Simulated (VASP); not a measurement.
# B (R-3m) in VASP: a series of runs

B is run at these levels: PBE; tasks: single point.

Everything below comes from runs of VASP 6.6.1. Logs are shortened: lines on timing, memory, paths and dates and some standing lists are left out, and cuts for length are marked.

### Step 1. The cell of the first run

It takes space group R-3m (No. 166, trigonal). The conventional cell has a = 4.918 Å, b = 4.918 Å, c = 12.581 Å, α = 90.00°, β = 90.00°, γ = 120.00°. B (site symmetry m) has 6 B at 1.67 to 1.81 Å within 2.2 Å. Within 2.4 Å of B (site symmetry m) lie 7 B at 1.79 to 2.01 Å.

### Step 2. Single point, PBE

INCAR reads:

```
ALGO = Normal ; EDIFF = 1E-6
ENCUT = 520 ; GGA = PE
ISIF = 2 ; ISMEAR = 0
LASPH = True ; LCHARG = True
LELF = True ; LREAL = False
LVHAR = True ; LWAVE = False
NBANDS = 30 ; NELM = 60
PREC = Accurate ; SIGMA = 0.1
```

KPOINTS reads:

```
k-points
0
Gamma
  6 6 6
```

POSCAR reads:

```
B
1.0
    2.4589507939      1.4196759028      4.1935000000
   -2.4589507939      1.4196759028      4.1935000000
    0.0000000000     -2.8393518055      4.1935000000
B
12
Direct
    0.0101900000      0.6536100000      0.0101900000
    0.0101900000      0.0101900000      0.6536100000
    0.6536100000      0.0101900000      0.0101900000
    0.9898100000      0.3463900000      0.9898100000
    0.3463900000      0.9898100000      0.9898100000
    0.9898100000      0.9898100000      0.3463900000
    0.2211800000      0.6306000000      0.2211800000
    0.2211800000      0.2211800000      0.6306000000
    0.6306000000      0.2211800000      0.2211800000
    0.7788200000      0.3694000000      0.7788200000
    0.3694000000      0.7788200000      0.7788200000
    0.7788200000      0.7788200000      0.3694000000
```

Potentials or basis: VASP PAW PBE potentials, release 64 (B).

Started as:

```
> cat potpaw_PBE.64/B/POTCAR > POTCAR
> mpirun -np 1 vasp_std > vasp.out
```

OUTCAR:

```text
EDIFF = 1E-6
   ENCUT = 520
   GGA = PE
   ISIF = 2
   ISMEAR = 0
   LASPH = True
   LREAL = False
   NELM = 60
   PREC = Accurate

 ion  position               nearest neighbor table
   1  0.010  0.654  0.010-   4 1.67   2 1.75   3 1.75   7 1.80  12 1.81  11 1.81
   2  0.010  0.010  0.654-   6 1.67   3 1.75   1 1.75   8 1.80  10 1.81  11 1.81
   3  0.654  0.010  0.010-   5 1.67   2 1.75   1 1.75   9 1.80  12 1.81  10 1.81
   4  0.990  0.346  0.990-   1 1.67   6 1.75   5 1.75  10 1.80   8 1.81   9 1.81
   5  0.346  0.990  0.990-   3 1.67   6 1.75   4 1.75  11 1.80   8 1.81   7 1.81
   6  0.990  0.990  0.346-   2 1.67   4 1.75   5 1.75  12 1.80   9 1.81   7 1.81
   7  0.221  0.631  0.221-  11 1.79  12 1.79   1 1.80   5 1.81   6 1.81   8 2.01   9 2.01
   8  0.221  0.221  0.631-  10 1.79  11 1.79   2 1.80   4 1.81   5 1.81   7 2.01   9 2.01
   9  0.631  0.221  0.221-  10 1.79  12 1.79   3 1.80   4 1.81   6 1.81   8 2.01   7 2.01
  10  0.779  0.369  0.779-   9 1.79   8 1.79   4 1.80   3 1.81   2 1.81  12 2.01  11 2.01
  11  0.369  0.779  0.779-   7 1.79   8 1.79   5 1.80   1 1.81   2 1.81  12 2.01  10 2.01
  12  0.779  0.779  0.369-   7 1.79   9 1.79   6 1.80   3 1.81   1 1.81  10 2.01  11 2.01

  LATTYP: Found a trigonal (rhomboedric) cell.
 ALAT       =     5.0643223560
 COS(alpha) =     0.5284942553

  Lattice vectors:

 A1 = (   2.4589507939,   1.4196759028,   4.1935000000)
 A2 = (  -2.4589507939,   1.4196759028,   4.1935000000)
 A3 = (   0.0000000000,  -2.8393518055,   4.1935000000)

Analysis of symmetry for initial positions (statically):
=====================================================================
 Subroutine PRICEL returns:
 Original cell was already a primitive cell.

 Routine SETGRP: Setting up the symmetry group for a
 trigonal (rhombohedral) supercell.

 Subroutine GETGRP returns: Found 12 space group operations
 (whereof 12 operations were pure point group operations)
 out of a pool of 12 trial point group operations.

The static configuration has the point symmetry D_3d.

Analysis of symmetry for dynamics (positions and initial velocities):
=====================================================================
 Subroutine PRICEL returns:
 Original cell was already a primitive cell.

 Routine SETGRP: Setting up the symmetry group for a
 trigonal (rhombohedral) supercell.

 Subroutine GETGRP returns: Found 12 space group operations
 (whereof 12 operations were pure point group operations)
 out of a pool of 12 trial point group operations.

The dynamic configuration has the point symmetry D_3d.

 Subroutine INISYM returns: Found 12 space group operations
 (whereof 12 operations are pure point group operations),
 and found     1 'primitive' translations

----------------------------------------------------------------------------------------

                                     Primitive cell

  volume of cell :      87.8349

  direct lattice vectors                    reciprocal lattice vectors
     2.458950794  1.419675903  4.193500000     0.203338758  0.117397687  0.079488097
    -2.458950794  1.419675903  4.193500000    -0.203338758  0.117397687  0.079488097
     0.000000000 -2.839351806  4.193500000     0.000000000 -0.234795373  0.079488097

  length of vectors
     5.064322356  5.064322356  5.064322356     0.247885507  0.247885507  0.247885507

  position of ions in fractional coordinates (direct lattice)
     0.010190000  0.653610000  0.010190000
     0.010190000  0.010190000  0.653610000
     0.653610000  0.010190000  0.010190000
     0.989810000  0.346390000  0.989810000
     0.346390000  0.989810000  0.989810000
     0.989810000  0.989810000  0.346390000
     0.221180000  0.630600000  0.221180000
     0.221180000  0.221180000  0.630600000
     0.630600000  0.221180000  0.221180000
     0.778820000  0.369400000  0.778820000
     0.369400000  0.778820000  0.778820000
     0.778820000  0.778820000  0.369400000

  ion indices of the primitive-cell ions
   primitive index   ion index
                 1           1
                 2           2
                 3           3
                 4           4
                 5           5
                 6           6
                 7           7
                 8           8
                 9           9
                10          10
                11          11
                12          12

----------------------------------------------------------------------------------------

 KPOINTS: k-points

Automatic generation of k-mesh.
 Grid dimensions read from file:
 generate k-points for:    6    6    6

 Generating k-lattice:

  Cartesian coordinates                     Fractional coordinates (reciprocal lattice)
     0.033889793  0.019566281  0.013248016     0.166666667  0.000000000  0.000000000
    -0.033889793  0.019566281  0.013248016     0.000000000  0.166666667  0.000000000
     0.000000000 -0.039132562  0.013248016     0.000000000  0.000000000  0.166666667

  Length of vectors
     0.041314251  0.041314251  0.041314251

  Shift w.r.t. Gamma in fractional coordinates (k-lattice)
     0.000000000  0.000000000  0.000000000

 Subroutine IBZKPT returns following result:
 ===========================================

 Found     32 irreducible k-points:

 Following reciprocal coordinates:
            Coordinates               Weight
  0.000000  0.000000  0.000000      1.000000
  0.166667 -0.000000 -0.000000      6.000000
  0.333333 -0.000000 -0.000000      6.000000
  0.500000  0.000000  0.000000      3.000000
  0.166667  0.166667 -0.000000      6.000000
  0.333333  0.166667  0.000000     12.000000
[... 16 lines left out ...]
  0.500000  0.500000  0.166667      6.000000
 -0.333333  0.500000  0.166667     12.000000
 [... further k-points ...]
   k-points           NKPTS =     32   k-points in BZ     NKDIM =     32   number of bands    NBANDS=     30
   number of dos      NEDOS =    301   number of ions     NIONS =     12
   total plane-waves  NPLWV =  64000
   dimension x,y,z NGX =    40 NGY =   40 NGZ =   40
   dimension x,y,z NGXF=    80 NGYF=   80 NGZF=   80
   ions per type =              12
   NGX,Y,Z   is equivalent  to a cutoff of  13.13, 13.13, 13.13 a.u.
   NGXF,Y,Z  is equivalent  to a cutoff of  26.26, 26.26, 26.26 a.u.
 SYSTEM =  unknown system
   PREC   = accura    normal or accurate (medium, high low for compatibility)
   ISTART =      0    job   : 0-new  1-cont  2-samecut
   ICHARG =      2    charge: 1-file 2-atom 10-const
   ISPIN  =      1    spin polarized calculation?
   LNONCOLLINEAR =      F non collinear calculations
   LSORBIT =      F    spin-orbit coupling
   LASPH  =      T    aspherical Exc in radial PAW
   ENCUT  =  520.0 eV  38.22 Ry    6.18 a.u.   9.42  9.42  9.42*2*pi/ulx,y,z
   NELM   =     60;   NELMIN=  2; NELMDL= -5     # of ELM steps
   EDIFF  = 0.1E-05   stopping-criterion for ELM
   LREAL  =      F    real-space projection
   EDIFFG = 0.1E-04   stopping-criterion for IOM
   NSW    =      0    number of steps for IOM
   IBRION =     -1    ionic relax: 0-MD 1-quasi-New 2-CG
   NFREE  =      0    steps in history (QN), initial steepest desc. (CG)
   ISIF   =      2    stress and relaxation
   ISYM   =      2    0-nonsym 1-usesym 2-fastsym
   POTIM  = 0.5000    time-step for ionic-motion
   TEBEG  =    0.0;   TEEND  =   0.0 temperature during run
   PSTRESS=    0.0 pullay stress
   NELECT =      36.0000    total number of electrons
   NUPDOWN=      -1.0000    fix difference up-down
   EMIN   =  10.00;   EMAX   =-10.00  energy-range for DOS
   EFERMI =   0.00;   METHOD = LEGACY
   ISMEAR =     0;   SIGMA  =   0.10  broadening in eV -4-tet -1-fermi 0-gaus
   EFERMI_NEDOS =   21; number of points for ismear=-14 and -15
   IALGO  =     38    algorithm
   IMIX   =      4    mixing-type and parameters
     AMIX     =   0.40;   BMIX     =  1.00
     AMIX_MAG =   1.60;   BMIX_MAG =  1.00
  volume/ion in A,a.u.               =       7.32        49.39
  Fermi-wavevector in a.u.,A,eV,Ry     =   1.216055  2.298011 20.120168  1.478791
  Thomas-Fermi vector in A             =   2.351422
   LORBIT       =      0    0 simple, 1 ext, 2 COOP (PROOUT), +10 PAW based schemes
   GGA     = PE    functional components
   LHFCALC =     F    Hartree Fock is set to
   AEXX    =    0.0000 exact exchange contribution
   IVDW    =     0    specifies the selected vdW correction
   LEPSILON=     F    determine dielectric tensor
   LRPA    =     F    only Hartree local field effects (RPA)
 non-spin polarized calculation
 Gauss-broadening in eV      SIGMA  =   0.10
  energy-cutoff  :      520.00
  volume of cell :       87.83
 maximum number of plane-waves:      2381
 NGX is ok and might be reduce to    40
   NGX = 19   NGY = 19   NGZ = 19

 number of electron      36.0000000 magnetization

 Free energy of the ion-electron system (eV)
  ---------------------------------------------------
  ext. energy  EPLUGINS =         0.00000000
  ---------------------------------------------------
  free energy    TOTEN  =       -80.45057853 eV

  energy without entropy =      -80.45057853  energy(sigma->0) =      -80.45057853

 E-fermi :   6.3214     XC(G=0): -11.5151

 val. band max:        5.8321318408   @ k =   0.5000   0.5000   0.5000
 cond. band min:       7.2753181302   @ k =   0.5000   0.5000   0.0000
 fundamental gap:      1.4431862893
 Fermi energy:         6.3213850320

 k-point     1 :       0.0000    0.0000    0.0000
  band No.  band energies     occupation
      1     -10.2494      2.00000
      2      -4.5504      2.00000
      3      -4.3043      2.00000
      4      -4.3043      2.00000
      5      -3.2246      2.00000
      6      -2.5939      2.00000
[... 22 lines left out ...]
     29      15.4385      0.00000
     30      15.9319      0.00000

 k-point     2 :       0.1667   -0.0000   -0.0000
  band No.  band energies     occupation
      1     -10.0946      2.00000
      2      -5.4297      2.00000
      3      -4.6372      2.00000
      4      -4.5416      2.00000
      5      -3.0730      2.00000
      6      -2.4305      2.00000
[... 718 lines left out ...]
 k-point    24 :      -0.3333    0.5000    0.1667
  band No.  band energies     occupation
      1      -9.1200      2.00000
      2      -6.9851      2.00000
      3      -6.1597      2.00000
      4      -5.7033      2.00000
      5      -3.0336      2.00000
      6      -2.5003      2.00000
[... 22 lines left out ...]
     29      14.6653      0.00000
     30      15.6661      0.00000

 [... further k-points ...]
[... 5 lines left out ...]
  --------------------------------------------------------------------------------------
  -------------------------------------------------------------------------------------
  Total       -1.5120254     -1.5120254     -1.0994411      0.0000000     -0.0000000      0.0000000
  in kB      -27.5805379    -27.5805379    -20.0546747      0.0000000     -0.0000000      0.0000000
  external PRESSURE =     -25.0719168 kB  Pullay stress =       0.0000000 kB

 VOLUME and BASIS-vectors are now :
 -----------------------------------------------------------------------------
  energy-cutoff  :      520.00
  volume of cell :       87.83
      direct lattice vectors                 reciprocal lattice vectors
     2.458950794  1.419675903  4.193500000     0.203338758  0.117397687  0.079488097
    -2.458950794  1.419675903  4.193500000    -0.203338758  0.117397687  0.079488097
     0.000000000 -2.839351806  4.193500000     0.000000000 -0.234795373  0.079488097

 POSITION                                       TOTAL-FORCE (eV/Angst)
 -----------------------------------------------------------------------------------
     -1.58214      0.91345      2.82638        -0.091774      0.052986      0.122098
      0.00000     -1.82690      2.82638         0.000000     -0.105972      0.122098
      1.58214      0.91345      2.82638         0.091774      0.052986      0.122098
      1.58214     -0.91345      9.75412         0.091774     -0.052986     -0.122098
     -1.58214     -0.91345      9.75412        -0.091774     -0.052986     -0.122098
      0.00000      1.82690      9.75412         0.000000      0.105972     -0.122098
     -1.00674      0.58124      4.49946        -0.080924      0.046722     -0.042283
      0.00000     -1.16249      4.49946         0.000000     -0.093443     -0.042283
      1.00674      0.58124      4.49946         0.080924      0.046722     -0.042283
      1.00674     -0.58124      8.08104         0.080924     -0.046722      0.042283
     -1.00674     -0.58124      8.08104        -0.080924     -0.046722      0.042283
      0.00000      1.16249      8.08104         0.000000      0.093443      0.042283
 -----------------------------------------------------------------------------------
    total drift:                               -0.000000      0.000000     -0.000000

  FREE ENERGIE OF THE ION-ELECTRON SYSTEM (eV)
  ---------------------------------------------------
  free  energy   TOTEN  =       -80.4505785296 eV

  energy  without entropy=      -80.4505785296  energy(sigma->0) =      -80.45057853
```

Run time: 2.8 min. Hardware: 1 thread of Intel Xeon 8259CL, shared host; peak memory 0.25 GiB.

Results:

```yaml
Free_energy: -80.4506 eV
Pressure: -2.5 GPa
Largest_force: 0.162 eV/Å
Band_gap_on_the_k_mesh: 1.44 eV (least direct gap 1.85 eV)
```

Forces on the atoms (eV/Å):
```
B   -0.092  0.053  0.122
B    0.000 -0.106  0.122
B    0.092  0.053  0.122
B    0.092 -0.053 -0.122
B   -0.092 -0.053 -0.122
B    0.000  0.106 -0.122
B   -0.081  0.047 -0.042
B    0.000 -0.093 -0.042
B    0.081  0.047 -0.042
B    0.081 -0.047  0.042
B   -0.081 -0.047  0.042
B    0.000  0.093  0.042
```

Stress tensor (GPa, compression positive):
```
-2.76  0.00  0.00
 0.00 -2.76  0.00
 0.00  0.00 -2.01
```

### Step 3. Single point, PBE

This run uses another cell than the first one, of 7.24 Å³/atom.

INCAR reads:

```
SYSTEM = B
  PREC = Accurate
  ENCUT = 520
  EDIFF = 1E-7
  ISMEAR = 0
  SIGMA = 0.02
  LREAL = .False.
  LASPH = .True.
  NELM = 80
  ALGO = Normal
  ISIF = 2
  LWAVE = .False.
  LCHARG = .True.
  GGA = PE
  LELF = .True.
  LVHAR = .True.
  NBANDS = 30
```

KPOINTS reads:

```
Automatic mesh
0
Gamma
  9 9 9
  0 0 0
```

POSCAR reads:

```
B
1.0
    2.4494682504      1.4142011538      4.1820352155
   -2.4494682504      1.4142011538      4.1820352155
    0.0000000000     -2.8284023075      4.1820352155
B
12
Direct
    0.0102682828      0.6540770927      0.0102682828
    0.0102682828      0.0102682828      0.6540770927
    0.6540770927      0.0102682828      0.0102682828
    0.9897317172      0.3459229073      0.9897317172
    0.3459229073      0.9897317172      0.9897317172
    0.9897317172      0.9897317172      0.3459229073
    0.2210250298      0.6306283566      0.2210250298
    0.2210250298      0.2210250298      0.6306283566
    0.6306283566      0.2210250298      0.2210250298
    0.7789749702      0.3693716434      0.7789749702
    0.3693716434      0.7789749702      0.7789749702
    0.7789749702      0.7789749702      0.3693716434
```

Potentials or basis: VASP PAW PBE potentials, release 64 (B).

Started as:

```
> cat potpaw_PBE.64/B/POTCAR > POTCAR
> mpirun -np 1 vasp_std > vasp.out
```

It took 7.2 min on 1 thread of Intel Xeon 8259CL, shared host; peak memory 0.32 GiB.

It converged, with:

```yaml
Free_energy: -80.4586 eV
Pressure: 0.1 GPa
Largest_force: 0.013 eV/Å
Band_gap_on_the_k_mesh: 1.46 eV (least direct gap 1.84 eV)
```

Forces on the atoms (eV/Å):
```
B    0.008 -0.005 -0.007
B    0.000  0.009 -0.007
B   -0.008 -0.005 -0.007
B   -0.008  0.005  0.007
B    0.008  0.005  0.007
B    0.000 -0.009  0.007
B    0.011 -0.006  0.003
B    0.000  0.013  0.003
B   -0.011 -0.006  0.003
B   -0.011  0.006 -0.003
B    0.011  0.006 -0.003
B    0.000 -0.013 -0.003
```

Levels at points of the mesh, in eV from the valence-band top:
```
           k point  band 14  band 15  band 16  band 17  band 18  band 19  band 20  band 21  band 22  band 23
(0.00, 0.00, 0.00)    -4.42    -1.36    -0.83    -0.83    -0.34     1.52     4.55     4.55     4.74     4.74
```

Caveat: an odd mesh through Γ misses points on the zone boundary, where band edges can lie.
